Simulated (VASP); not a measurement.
# Hg (I4/mmm) in VASP: single point with PBE+D3(BJ)

Aim: the single point of Hg with PBE+D3(BJ).

Program: VASP 6.6.1. These are calculated values, not measurements. Logs are shortened: lines on timing, memory, paths and dates and some standing lists are left out, and cuts for length are marked.

### Step 1. The cell of the first run

Symmetry: I4/mmm, No. 139, tetragonal system. The conventional cell has a = 4.139 Å, b = 4.139 Å, c = 3.605 Å, α = 90.00°, β = 90.00°, γ = 90.00°. Hg (site symmetry 4/mmm) has 14 Hg at 3.44 to 4.14 Å within 4.5 Å.

### Step 2. Single point, PBE+D3(BJ)

The input, INCAR:

```
SYSTEM = Hg
  PREC = Accurate
  ENCUT = 500
  EDIFF = 1E-6
  ISMEAR = 0
  SIGMA = 0.1
  LREAL = .FALSE.
  LASPH = .TRUE.
  NELM = 120
  ALGO = Normal
  ISIF = 2
  LWAVE = .FALSE.
  LCHARG = .FALSE.
  GGA = PE
  IVDW = 12
  NBANDS = 12
  GGA_COMPAT = .FALSE.
```

The input, KPOINTS:

```
regular mesh
0
G
  6 6 6
  0 0 0
```

The input, POSCAR:

```
Hg
1.0
   -2.0696950000      2.0696950000      1.8022580000
    2.0696950000     -2.0696950000      1.8022580000
    2.0696950000      2.0696950000     -1.8022580000
Hg
1
Direct
    0.0000000000      0.0000000000      0.0000000000
```

Potentials or basis: VASP PAW PBE potentials, release 64 (Hg).

Launch:

```sh
> cat potpaw_PBE.64/Hg/POTCAR > POTCAR
> mpirun -np 1 vasp_std > vasp.out
```

OUTCAR:

```text
SYSTEM = Hg
   PREC = Accurate
   ENCUT = 500
   EDIFF = 1E-6
   ISMEAR = 0
   LREAL = .FALSE.
   LASPH = .TRUE.
   NELM = 120
   ISIF = 2
   GGA = PE
   IVDW = 12
 IVDW          = 12

 ion  position               nearest neighbor table
   1  0.000  0.000  0.000-

  LATTYP: Found a body centered tetragonal cell.
 ALAT       =     4.1393900000
 C/A-ratio  =     0.8707843426

  Lattice vectors:

 A1 = (  -2.0696950000,   2.0696950000,   1.8022580000)
 A2 = (   2.0696950000,  -2.0696950000,   1.8022580000)
 A3 = (   2.0696950000,   2.0696950000,  -1.8022580000)

Analysis of symmetry for initial positions (statically):
=====================================================================
 Subroutine PRICEL returns:
 Original cell was already a primitive cell.

 Routine SETGRP: Setting up the symmetry group for a
 body centered tetragonal supercell.

 Subroutine GETGRP returns: Found 16 space group operations
 (whereof 16 operations were pure point group operations)
 out of a pool of 16 trial point group operations.

The static configuration has the point symmetry D_4h.

Analysis of symmetry for dynamics (positions and initial velocities):
=====================================================================
 Subroutine PRICEL returns:
 Original cell was already a primitive cell.

 Routine SETGRP: Setting up the symmetry group for a
 body centered tetragonal supercell.

 Subroutine GETGRP returns: Found 16 space group operations
 (whereof 16 operations were pure point group operations)
 out of a pool of 16 trial point group operations.

The dynamic configuration has the point symmetry D_4h.

 Subroutine INISYM returns: Found 16 space group operations
 (whereof 16 operations are pure point group operations),
 and found     1 'primitive' translations

----------------------------------------------------------------------------------------

                                     Primitive cell

  volume of cell :      30.8809

  direct lattice vectors                    reciprocal lattice vectors
    -2.069695000  2.069695000  1.802258000     0.000000000  0.241581489  0.277429758
     2.069695000 -2.069695000  1.802258000     0.241581489  0.000000000  0.277429758
     2.069695000  2.069695000 -1.802258000     0.241581489  0.241581489  0.000000000

  length of vectors
     3.437354897  3.437354897  3.437354897     0.367870747  0.367870747  0.341647818

  position of ions in fractional coordinates (direct lattice)
     0.000000000  0.000000000  0.000000000

  ion indices of the primitive-cell ions
   primitive index   ion index
                 1           1

[... 82 lines left out ...]
   NELECT =      12.0000    total number of electrons
   NUPDOWN=      -1.0000    fix difference up-down
   EMIN   =  10.00;   EMAX   =-10.00  energy-range for DOS
   EFERMI =   0.00;   METHOD = LEGACY
   ISMEAR =     0;   SIGMA  =   0.10  broadening in eV -4-tet -1-fermi 0-gaus
   EFERMI_NEDOS =   21; number of points for ismear=-14 and -15
   IALGO  =     38    algorithm
   IMIX   =      4    mixing-type and parameters
     AMIX     =   0.40;   BMIX     =  1.00
     AMIX_MAG =   1.60;   BMIX_MAG =  1.00
  volume/ion in A,a.u.               =      30.88       208.39
  Fermi-wavevector in a.u.,A,eV,Ry     =   1.194645  2.257551 19.417902  1.427176
  Thomas-Fermi vector in A             =   2.330630
   LORBIT       =      0    0 simple, 1 ext, 2 COOP (PROOUT), +10 PAW based schemes
   GGA     = PE    functional components
   LHFCALC =     F    Hartree Fock is set to
   AEXX    =    0.0000 exact exchange contribution
   IVDW    =    12    specifies the selected vdW correction
   LEPSILON=     F    determine dielectric tensor
   LRPA    =     F    only Hartree local field effects (RPA)
 non-spin polarized calculation
 Gauss-broadening in eV      SIGMA  =   0.10
  energy-cutoff  :      500.00
  volume of cell :       30.88
 maximum number of plane-waves:       794
 NGX is ok and might be reduce to    28
   NGX = 13   NGY = 13   NGZ = 13

 number of electron      12.0000002 magnetization

 Free energy of the ion-electron system (eV)
  ---------------------------------------------------
  ext. energy  EPLUGINS =         0.00000000
  ---------------------------------------------------
  free energy    TOTEN  =        -0.17936394 eV

  energy without entropy =       -0.17699322  energy(sigma->0) =       -0.17817858

 E-fermi :   0.6674     XC(G=0):  -9.4121

 val. band max:        0.6158862728   @ k =  -0.3333   0.5000   0.3333
 cond. band min:       0.7228682822   @ k =   0.5000  -0.0000   0.0000
 fundamental gap:      0.1069820094
 Fermi energy:         0.6673927049

 k-point     1 :       0.0000    0.0000    0.0000
  band No.  band energies     occupation
      1      -6.2004      2.00000
      2      -5.5967      2.00000
      3      -5.3442      2.00000
      4      -5.3442      2.00000
      5      -5.1242      2.00000
      6      -4.8489      2.00000
      7      12.6888      0.00000
      8      12.6888      0.00000
      9      14.9887      0.00000
     10      15.6544      0.00000
     11      15.6544      0.00000
     12      16.5211      0.00000
[... 331 lines left out ...]
 k-point    24 :      -0.1667   -0.3333    0.1667
  band No.  band energies     occupation
      1      -5.5506      2.00000
      2      -5.4984      2.00000
      3      -5.2044      2.00000
      4      -4.9574      2.00000
      5      -4.8767      2.00000
      6      -2.3120      2.00000
      7       4.4716      0.00000
      8       8.0459      0.00000
      9       8.6117      0.00000
     10      12.2504      0.00000
     11      15.3427      0.00000
     12      15.7653      0.00000

 [... further k-points ...]

------------------------ aborting loop because EDIFF is reached ----------------------------------------

 Edisp (eV)   -0.34086

 E8    (eV) :    -0.1557

  FORCE on cell =-STRESS in cart. coord.  units (eV):
  Direction    XX          YY          ZZ          XY          YZ          ZX
  --------------------------------------------------------------------------------------
  -------------------------------------------------------------------------------------
  Total      -0.37924    -0.37924    -0.30056     0.00000    -0.00000     0.00000
  in kB     -19.67587   -19.67587   -15.59359     0.00000    -0.00000     0.00000
  external pressure =      -18.32 kB  Pullay stress =        0.00 kB

 VOLUME and BASIS-vectors are now :
 -----------------------------------------------------------------------------
  energy-cutoff  :      500.00
  volume of cell :       30.88
      direct lattice vectors                 reciprocal lattice vectors
    -2.069695000  2.069695000  1.802258000     0.000000000  0.241581489  0.277429758
     2.069695000 -2.069695000  1.802258000     0.241581489  0.000000000  0.277429758
     2.069695000  2.069695000 -1.802258000     0.241581489  0.241581489  0.000000000

 POSITION                                       TOTAL-FORCE (eV/Angst)
 -----------------------------------------------------------------------------------
      0.00000      0.00000      0.00000        -0.000000      0.000000      0.000000
 -----------------------------------------------------------------------------------
    total drift:                                0.000000     -0.000000     -0.000000

  FREE ENERGIE OF THE ION-ELECTRON SYSTEM (eV)
  ---------------------------------------------------
  free  energy   TOTEN  =        -0.5202237859 eV

  energy  without entropy=       -0.5178530635  energy(sigma->0) =       -0.51903842
```

stdout:

```text
POSCAR found type information on POSCAR Hg
 POSCAR found :  1 types and       1 ions
 scaLAPACK will be used
 LDA part: xc-table for (Slater+PW92), standard interpolation
 POSCAR, INCAR and KPOINTS ok, starting setup
 FFT: planning ... GRIDC
 FFT: planning ... GRID_SOFT
 FFT: planning ... GRID
 WAVECAR not read
 entering main loop
```

Run time: 18 s. Hardware: 1 thread of Intel Xeon 8259CL, shared host; peak memory 0.17 GiB.

What came out:

* Free energy: -0.5202 eV
* Pressure: -1.8 GPa
* Band gap on the k mesh: zero (bands 6 and 7 overlap by 1.72 eV)
* Dispersion energy per atom: -0.341 eV

Stress tensor (GPa, compression positive):
```
-1.97  0.00  0.00
 0.00 -1.97  0.00
 0.00  0.00 -1.56
```

Levels at points of the mesh, in eV from the Fermi level:
```csv
k point,band 2,band 3,band 4,band 5,band 6,band 7,band 8,band 9,band 10,band 11
"(0.00, 0.00, 0.00)",-6.26,-6.01,-6.01,-5.79,-5.52,12.02,12.02,14.32,14.99,14.99
"(0.50, 0.00, 0.00)",-6.44,-5.67,-5.42,-5.25,-1.20,0.06,7.81,8.78,11.83,13.08
"(0.50, 0.50, 0.00)",-6.18,-5.85,-5.66,-5.27,-2.01,-0.38,9.80,11.12,14.34,15.01
"(0.50, 0.50, 0.50)",-6.47,-5.34,-5.34,-5.27,1.33,3.16,3.16,5.92,8.30,10.43
```

Caveat: the k points lie up to 0.39 Å⁻¹ apart, too coarse for converged energies and pressures of a metal; spin-orbit coupling is left out, which moves the levels of the heavy elements.
